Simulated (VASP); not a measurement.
# Nb (P-1) in VASP: single point with PBE

Aim: the single point of Nb with PBE.

All numbers are computed with VASP 6.6.1; they aren't measurements. Logs are shortened: lines on timing, memory, paths and dates and some standing lists are left out, and cuts for length are marked.

### 1 The cell of the first run

The typed cell holds 1 atom: a = 2.808 Å, b = 2.865 Å, c = 2.790 Å, α = 110.83°, β = 112.08°, γ = 108.42°.

### 2 Single point, PBE (the cell strained at random)

The input, INCAR:

```
SYSTEM = Nb
PREC = Accurate ; ENCUT = 520
EDIFF = 1E-7 ; ISMEAR = 0
SIGMA = 0.1 ; LREAL = .False.
LASPH = .True. ; NELM = 80
ALGO = Fast ; ISIF = 2
LWAVE = .False. ; LCHARG = .False.
GGA = PE ; NBANDS = 12
```

The input, KPOINTS:

```
Automatic mesh
0
Gamma
  16 16 16
  0 0 0
```

The input, POSCAR:

```
Nb
1.0
   -1.6574106765      1.5712347060      1.6337659470
    1.6377095085     -1.6402886310      1.6831187040
    1.5712180665      1.5540960210     -1.7028198720
Nb
1
Direct
    0.0000000000      0.0000000000      0.0000000000
```

Potentials or basis: VASP PAW PBE potentials, release 64 (Nb_sv).

Command:

```sh
> cat potpaw_PBE.64/Nb_sv/POTCAR > POTCAR
> mpirun -np 1 vasp_std > vasp.out
```

OUTCAR:

```text
SYSTEM = Nb
   PREC = Accurate
   ENCUT = 520
   EDIFF = 1E-7
   ISMEAR = 0
   LREAL = .False.
   LASPH = .True.
   NELM = 80
   ISIF = 2
   GGA = PE

 ion  position               nearest neighbor table
   1  0.000  0.000  0.000-

  LATTYP: Found a triclinic cell.
 ALAT       =     2.7898989536
 B/A-ratio  =     1.5622096275
 C/A-ratio  =     1.0267501774
 COS(alpha) =     0.0016272859
 COS(beta)  =     0.3556187642
 COS(gamma) =     0.8043695715

  Lattice vectors:

 A1 = (  -1.5712180665,  -1.5540960210,   1.7028198720)
 A2 = (  -3.1227349650,  -3.0391381170,   0.0887550930)
 A3 = (   1.6377095085,  -1.6402886310,   1.6831187040)

Analysis of symmetry for initial positions (statically):
=====================================================================
 Subroutine PRICEL returns:
 Original cell was already a primitive cell.

 Routine SETGRP: Setting up the symmetry group for a
 triclinic supercell.

 Subroutine GETGRP returns: Found  2 space group operations
 (whereof  2 operations were pure point group operations)
 out of a pool of  2 trial point group operations.

The static configuration has the point symmetry S_2 .

Analysis of symmetry for dynamics (positions and initial velocities):
=====================================================================
 Subroutine PRICEL returns:
 Original cell was already a primitive cell.

 Routine SETGRP: Setting up the symmetry group for a
 triclinic supercell.

 Subroutine GETGRP returns: Found  2 space group operations
 (whereof  2 operations were pure point group operations)
 out of a pool of  2 trial point group operations.

The dynamic configuration has the point symmetry S_2 .

 Subroutine INISYM returns: Found  2 space group operations
 (whereof  2 operations are pure point group operations),
 and found     1 'primitive' translations

----------------------------------------------------------------------------------------

                                     Primitive cell

  volume of cell :      16.6118

  direct lattice vectors                    reciprocal lattice vectors
    -1.657410677  1.571234706  1.633765947     0.010678461  0.327073835  0.308360470
     1.637709508 -1.640288631  1.683118704     0.313907739  0.015366784  0.303672148
     1.571218066  1.554096021 -1.702819872     0.320521332  0.328999105  0.008753191

  length of vectors
     2.808020623  2.864529246  2.789898954     0.449641526  0.437025148  0.459402823

  position of ions in fractional coordinates (direct lattice)
     0.000000000  0.000000000  0.000000000

  ion indices of the primitive-cell ions
   primitive index   ion index
                 1           1

----------------------------------------------------------------------------------------

 KPOINTS: Automatic mesh

Automatic generation of k-mesh.
 Grid dimensions read from file:
 generate k-points for:   16   16   16

 Generating k-lattice:

  Cartesian coordinates                     Fractional coordinates (reciprocal lattice)
     0.000667404  0.020442115  0.019272529     0.062500000  0.000000000  0.000000000
     0.019619234  0.000960424  0.018979509    -0.000000000  0.062500000  0.000000000
     0.020032583  0.020562444  0.000547074     0.000000000 -0.000000000  0.062500000

  Length of vectors
     0.028102595  0.027314072  0.028712676

  Shift w.r.t. Gamma in fractional coordinates (k-lattice)
     0.000000000  0.000000000  0.000000000

 Subroutine IBZKPT returns following result:
 ===========================================

 Found   2052 irreducible k-points:

 Following reciprocal coordinates:
            Coordinates               Weight
  0.000000  0.000000  0.000000      1.000000
  0.062500  0.000000  0.000000      2.000000
  0.125000  0.000000  0.000000      2.000000
  0.187500 -0.000000  0.000000      2.000000
  0.250000  0.000000  0.000000      2.000000
  0.312500  0.000000 -0.000000      2.000000
[... 16 lines left out ...]
 -0.187500  0.062500 -0.000000      2.000000
 -0.125000  0.062500  0.000000      2.000000
 [... further k-points ...]
   k-points           NKPTS =   2052   k-points in BZ     NKDIM =   2052   number of bands    NBANDS=     12
   number of dos      NEDOS =    301   number of ions     NIONS =      1
   total plane-waves  NPLWV =  13824
   dimension x,y,z NGX =    24 NGY =   24 NGZ =   24
   dimension x,y,z NGXF=    48 NGYF=   48 NGZF=   48
   ions per type =               1
   NGX,Y,Z   is equivalent  to a cutoff of  14.21, 13.93, 14.30 a.u.
   NGXF,Y,Z  is equivalent  to a cutoff of  28.42, 27.86, 28.60 a.u.
 SYSTEM =  Nb
   PREC   = accura    normal or accurate (medium, high low for compatibility)
   ISTART =      0    job   : 0-new  1-cont  2-samecut
   ICHARG =      2    charge: 1-file 2-atom 10-const
   ISPIN  =      1    spin polarized calculation?
   LNONCOLLINEAR =      F non collinear calculations
   LSORBIT =      F    spin-orbit coupling
   LASPH  =      T    aspherical Exc in radial PAW
   ENCUT  =  520.0 eV  38.22 Ry    6.18 a.u.   5.22  5.33  5.19*2*pi/ulx,y,z
   NELM   =     80;   NELMIN=  2; NELMDL= -5     # of ELM steps
   EDIFF  = 0.1E-06   stopping-criterion for ELM
   LREAL  =      F    real-space projection
   EDIFFG = 0.1E-05   stopping-criterion for IOM
   NSW    =      0    number of steps for IOM
   IBRION =     -1    ionic relax: 0-MD 1-quasi-New 2-CG
   NFREE  =      0    steps in history (QN), initial steepest desc. (CG)
   ISIF   =      2    stress and relaxation
   ISYM   =      2    0-nonsym 1-usesym 2-fastsym
   POTIM  = 0.5000    time-step for ionic-motion
   TEBEG  =    0.0;   TEEND  =   0.0 temperature during run
   PSTRESS=    0.0 pullay stress
   NELECT =      13.0000    total number of electrons
   NUPDOWN=      -1.0000    fix difference up-down
   EMIN   =  10.00;   EMAX   =-10.00  energy-range for DOS
   EFERMI =   0.00;   METHOD = LEGACY
   ISMEAR =     0;   SIGMA  =   0.10  broadening in eV -4-tet -1-fermi 0-gaus
   EFERMI_NEDOS =   21; number of points for ismear=-14 and -15
   IALGO  =     68    algorithm
   IMIX   =      4    mixing-type and parameters
     AMIX     =   0.40;   BMIX     =  1.00
     AMIX_MAG =   1.60;   BMIX_MAG =  1.00
  volume/ion in A,a.u.               =      16.61       112.10
  Fermi-wavevector in a.u.,A,eV,Ry     =   1.508635  2.850906 30.966570  2.275979
  Thomas-Fermi vector in A             =   2.619063
   LORBIT       =      0    0 simple, 1 ext, 2 COOP (PROOUT), +10 PAW based schemes
   GGA     = PE    functional components
   LHFCALC =     F    Hartree Fock is set to
   AEXX    =    0.0000 exact exchange contribution
   IVDW    =     0    specifies the selected vdW correction
   LEPSILON=     F    determine dielectric tensor
   LRPA    =     F    only Hartree local field effects (RPA)
 non-spin polarized calculation
 RMM-DIIS sequential band-by-band and
 Gauss-broadening in eV      SIGMA  =   0.10
  energy-cutoff  :      520.00
  volume of cell :       16.61
 maximum number of plane-waves:       459
 NGX is ok and might be reduce to    24
   NGX = 11   NGY = 11   NGZ = 11

 number of electron      13.0000001 magnetization

 Free energy of the ion-electron system (eV)
  ---------------------------------------------------
  ext. energy  EPLUGINS =         0.00000000
  ---------------------------------------------------
  free energy    TOTEN  =       -10.12788163 eV

  energy without entropy =      -10.12154720  energy(sigma->0) =      -10.12471442

 E-fermi :  12.3875     XC(G=0): -12.9191

 val. band max:       12.3852613889   @ k =   0.3125   0.1875   0.1875
 cond. band min:      12.3875695258   @ k =   0.1875   0.3750   0.5000
 fundamental gap:      0.0023081369
 Fermi energy:        12.3875206301

 k-point     1 :       0.0000    0.0000    0.0000
  band No.  band energies     occupation
      1     -41.9335      2.00000
      2     -17.1336      2.00000
      3     -17.0622      2.00000
      4     -16.8652      2.00000
      5       6.2810      2.00000
      6      11.9597      2.00000
      7      12.8634      0.00000
      8      13.1474      0.00000
      9      15.5089      0.00000
     10      16.4216      0.00000
     11      26.0675      0.00000
     12      26.7254      0.00000

 k-point     2 :       0.0625    0.0000    0.0000
  band No.  band energies     occupation
      1     -41.9191      2.00000
      2     -17.1497      2.00000
      3     -17.0821      2.00000
      4     -16.9341      2.00000
      5       6.4661      2.00000
      6      12.0736      1.99999
      7      12.9295      0.00000
      8      13.0526      0.00000
      9      15.3589      0.00000
     10      16.2741      0.00000
     11      26.3019      0.00000
     12      27.1385      0.00000

 k-point     3 :       0.1250    0.0000    0.0000
  band No.  band energies     occupation
      1     -41.8776      2.00000
      2     -17.2657      2.00000
      3     -17.1325      2.00000
      4     -17.0619      2.00000
      5       6.9824      2.00000
      6      12.2355      1.96840
      7      12.7936      0.00000
      8      13.2476      0.00000
      9      15.0035      0.00000
     10      16.0259      0.00000
     11      26.8562      0.00000
     12      28.2184      0.00000
[... 286 lines left out ...]
 k-point    23 :      -0.1875    0.0625   -0.0000
  band No.  band energies     occupation
      1     -41.8459      2.00000
      2     -17.4804      2.00000
      3     -17.1438      2.00000
      4     -17.0734      2.00000
      5       7.4444      2.00000
      6      11.9391      2.00000
      7      12.4236      0.60958
      8      13.8469      0.00000
      9      15.0675      0.00000
     10      16.0332      0.00000
     11      27.4924      0.00000
     12      28.8808      0.00000

 k-point    24 :      -0.1250    0.0625    0.0000
  band No.  band energies     occupation
      1     -41.8964      2.00000
      2     -17.2868      2.00000
      3     -17.1140      2.00000
      4     -16.9399      2.00000
      5       6.8107      2.00000
      6      11.9007      2.00000
      7      12.7716      0.00000
      8      13.2985      0.00000
      9      15.4463      0.00000
     10      16.1105      0.00000
     11      26.9311      0.00000
     12      27.6963      0.00000

 [... further k-points ...]

------------------------ aborting loop because EDIFF is reached ----------------------------------------

  FORCE on cell =-STRESS in cart. coord.  units (eV):
  Direction    XX          YY          ZZ          XY          YZ          ZX
  --------------------------------------------------------------------------------------
  -------------------------------------------------------------------------------------
  Total        1.8702564      2.1485026      1.3734829      0.1258464      0.1728229      0.0680083
  in kB      180.3832354    207.2196417    132.4702307     12.1376875     16.6684915      6.5592947
  external PRESSURE =     173.3577026 kB  Pullay stress =       0.0000000 kB

 VOLUME and BASIS-vectors are now :
 -----------------------------------------------------------------------------
  energy-cutoff  :      520.00
  volume of cell :       16.61
      direct lattice vectors                 reciprocal lattice vectors
    -1.657410677  1.571234706  1.633765947     0.010678461  0.327073835  0.308360470
     1.637709508 -1.640288631  1.683118704     0.313907739  0.015366784  0.303672148
     1.571218066  1.554096021 -1.702819872     0.320521332  0.328999105  0.008753191

 POSITION                                       TOTAL-FORCE (eV/Angst)
 -----------------------------------------------------------------------------------
      0.00000      0.00000      0.00000         0.000000      0.000000      0.000000
 -----------------------------------------------------------------------------------
    total drift:                                0.000000      0.000000      0.000000

  FREE ENERGIE OF THE ION-ELECTRON SYSTEM (eV)
  ---------------------------------------------------
  free  energy   TOTEN  =       -10.1278816288 eV

  energy  without entropy=      -10.1215472022  energy(sigma->0) =      -10.12471442
```

Wall time 13 min (1 thread of AMD EPYC 9R45 (Zen 5), shared host); peak memory 0.46 GiB.

Results:

```yaml
Free_energy: -10.1279 eV
Pressure: 17.3 GPa
Band_gap_on_the_k_mesh: zero (an odd number of electrons rules out a gap without spin polarisation)
```

Stress tensor (GPa, compression positive):
```
18.04  1.21  0.66
 1.21 20.72  1.67
 0.66  1.67 13.25
```

Caveat: the cell differs from its parent crystal (the cell strained at random); the stress differs along the axes, from 13 to 21 GPa.
